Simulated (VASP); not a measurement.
Here is a VASP 6.6.1 calculation.

The input INCAR:

```
SYSTEM = Cs4I
PREC     = Accurate       ! precision mode
ENCUT    = 520            ! plane-wave cutoff, eV
EDIFF    = 1E-6           ! SCF threshold, eV
ISMEAR   = 0              ! smearing method
SIGMA    = 0.1            ! smearing width, eV
LREAL    = .FALSE.        ! projectors in reciprocal space
LASPH    = .TRUE.         ! aspherical terms in the spheres
NELM     = 60             ! most SCF steps
ALGO     = Normal         ! electronic algorithm
ISIF     = 2              ! what is computed and relaxed
LWAVE    = .FALSE.        ! write WAVECAR
LCHARG   = .FALSE.        ! write CHGCAR
GGA      = PE             ! functional
NBANDS   = 30             ! bands
```

The input KPOINTS:

```
regular mesh
0
G
  6 6 6
  0 0 0
```

The input POSCAR:

```
Cs4I
1.0
    8.0868636631      0.0000000000      0.0000000000
    0.0000000000      8.0868636631      0.0000000000
    0.0000000000      0.0000000000      8.0868636631
Cs I
4 1
Direct
    0.5000000000      0.5000000000      0.5000000000
    0.5000000000      0.0000000000      0.0000000000
    0.0000000000      0.5000000000      0.0000000000
    0.0000000000      0.0000000000      0.5000000000
    0.0000000000      0.0000000000      0.0000000000
```

Potentials or basis: VASP PAW PBE potentials, release 64 (Cs_sv, I).

Command:

```console
$ cat potpaw_PBE.64/Cs_sv/POTCAR potpaw_PBE.64/I/POTCAR > POTCAR
$ mpirun -np 1 vasp_std > vasp.out
```

**Question.** Estimate the pressure.

**Answer.** -0.3 GPa.

**Question.** Predict the band gap on the k mesh.

**Answer.** Zero (an odd number of electrons rules out a gap without spin polarisation).

Caveat: spin-orbit coupling is left out, which moves the levels of the heavy elements; an odd number of electrons without spin polarisation forces a metal; a magnetic or distorted state may lie lower.
